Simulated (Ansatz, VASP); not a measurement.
# One calculation of As, two programs

INCAR

```
  PREC = Accurate
  ENCUT = 520
  EDIFF = 1E-6
  ISMEAR = 0
  SIGMA = 0.15
  LREAL = F
  LASPH = T
  NELM = 100
  ALGO = Fast
  ISIF = 2
  LWAVE = F
  LCHARG = T
  GGA = PE
  LELF = T
  LVHAR = T
  NBANDS = 12
```

KPOINTS

```
Automatic mesh
0
Gamma
  18 18 18
```

File POSCAR:

```
As
1.0
    2.0677244033      0.9767464698      3.4857700000
   -2.0677244033      0.9767464698      3.4857700000
    0.0000000000     -1.9534929395      3.4857700000
As
2
Direct
    0.2275400000      0.2275400000      0.2275400000
    0.7724600000      0.7724600000      0.7724600000
```

Input for Ansatz:

```yaml
crystal:
  lattice:
    - [2.0677244033, 0.9767464698, 3.48577]
    - [-2.0677244033, 0.9767464698, 3.48577]
    - [0.0, -1.9534929395, 3.48577]
  atoms:
    - { symbol: As, position: [0.22754, 0.22754, 0.22754] }
    - { symbol: As, position: [0.77246, 0.77246, 0.77246] }
basis:
  ecutwfc: 420
kpoints:
  mp_grid: { grid: [18, 18, 18] }
hamiltonian:
  xc: pbe
scf:
  occupations: { method: gaussian, width: 0.15 }
output:
  forces: true
  stress: true
  eigenvalues: true
  write_density: true
  write_potential: true
  elf: true
  volumetric_format: npy
```

Change from the starting cell: strain +0.1000 x Voigt [1, -1, 0, 0, 0, 0], atoms carried along.

Alike in both runs: task single point; functional PBE; k mesh 18 × 18 × 18; occupations gaussian, width 0.15 eV; no spin polarisation.

|  | VASP | Ansatz |
| --- | --- | --- |
| version | VASP 6.6.1 | Ansatz 0.2.0 |
| potentials or method | VASP PAW PBE potentials, release 64 (As), cutoff 520 eV | scalar-relativistic, plane waves, PAW |
| valence electrons in the cell | 10 | 30 |

```csv
,VASP,Ansatz,Ansatz less VASP
gap on the k mesh at the Fermi level (eV),none,none,-
pressure (GPa),6.3,5.9,-0.35
"traceless stress, the component that is largest in VASP (GPa)",11.23,11.11,-0.126
rms of the force components (eV/Å),0.659,0.621,-0.0380
```

Atom by atom the forces differ by 0.048 eV/Å (rms over components). A gap of «none» marks a metal or a gap that the smearing closes. VASP's potentials hold 10 valence electrons a cell and Ansatz's 30, so a difference there can come from the potentials and not from the codes.
